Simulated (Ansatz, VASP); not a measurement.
**One calculation of AlN, two programs**

Contents of POSCAR:

```
AlN
1.0
    3.0134961422      0.0000000000      0.0000000000
   -1.5067480711      2.6097642134      0.0000000000
    0.0000000000      0.0000000000      4.8292167109
Al N
2 2
Direct
    0.6666666667      0.3333333333      0.4990581354
    0.3333333333      0.6666666667      0.9990581354
    0.6666666667      0.3333333333      0.8809418646
    0.3333333333      0.6666666667      0.3809418646
```

Contents of INCAR.step1:

```
SYSTEM = AlN
  PREC = Accurate
  ENCUT = 520
  ISMEAR = 0
  SIGMA = 0.02
  LREAL = .FALSE.
  LASPH = .TRUE.
  NELM = 80
  GGA = PE
  ALGO = Normal
  EDIFF = 1E-4
  LWAVE = .TRUE.
  LCHARG = .FALSE.
```

Contents of INCAR.step2:

```
SYSTEM = AlN
  PREC = Accurate
  ENCUT = 520
  EDIFF = 1E-6
  ISMEAR = 0
  SIGMA = 0.02
  LREAL = .FALSE.
  LASPH = .TRUE.
  NELM = 80
  ALGO = Normal
  ISIF = 2
  LWAVE = .FALSE.
  LCHARG = .FALSE.
  METAGGA = R2SCAN
  LMIXTAU = .TRUE.
  IBRION = 2
  NSW = 60
  EDIFFG = -0.008
  ISTART = 1
```

KPOINTS

```
Automatic mesh
0
G
  12 12 6
  0 0 0
```

Input for Ansatz:

```yaml
crystal:
  lattice:
    - [3.0134961422, 0.0, 0.0]
    - [-1.5067480711, 2.6097642134, 0.0]
    - [0.0, 0.0, 4.8292167109]
  atoms:
    - { symbol: Al, position: [0.6666666667, 0.3333333333, 0.4990581354] }
    - { symbol: Al, position: [0.3333333333, 0.6666666667, 0.9990581354] }
    - { symbol: "N", position: [0.6666666667, 0.3333333333, 0.8809418646] }
    - { symbol: "N", position: [0.3333333333, 0.6666666667, 0.3809418646] }
basis:
  ecutwfc: 500
kpoints:
  mp_grid: { grid: [12, 12, 6] }
hamiltonian:
  xc: r2scan
scf:
  occupations: { method: gaussian, width: 0.02 }
output:
  forces: true
  stress: true
  eigenvalues: true
relax:
  adjacent_minimum: "off"
  f_tol: 0.008
  max_steps: 40
```

Change from the starting cell: equal strain along all axes, cell held, atoms relaxed: -3.0 %.

Alike in both runs: task relaxation of the atoms; functional r2SCAN; k mesh 12 × 12 × 6; occupations gaussian, width 0.02 eV; no spin polarisation.

|  | VASP | Ansatz |
| --- | --- | --- |
| version | VASP 6.6.1 | Ansatz 0.2.0 |
| potentials or method | VASP PAW PBE potentials, release 64 (Al, N), cutoff 520 eV | scalar-relativistic, plane waves, PAW |
| valence electrons in the cell | 16 | 16 |

|  | VASP | Ansatz | Ansatz less VASP |
| --- | --- | --- | --- |
| gap on the k mesh at the Fermi level, each at its own relaxed structure (eV) | 5.74 | 5.74 | -0.007 |

VASP's potentials were made for PBE, not for r2SCAN. Ansatz's warnings: stress scf threshold loose.
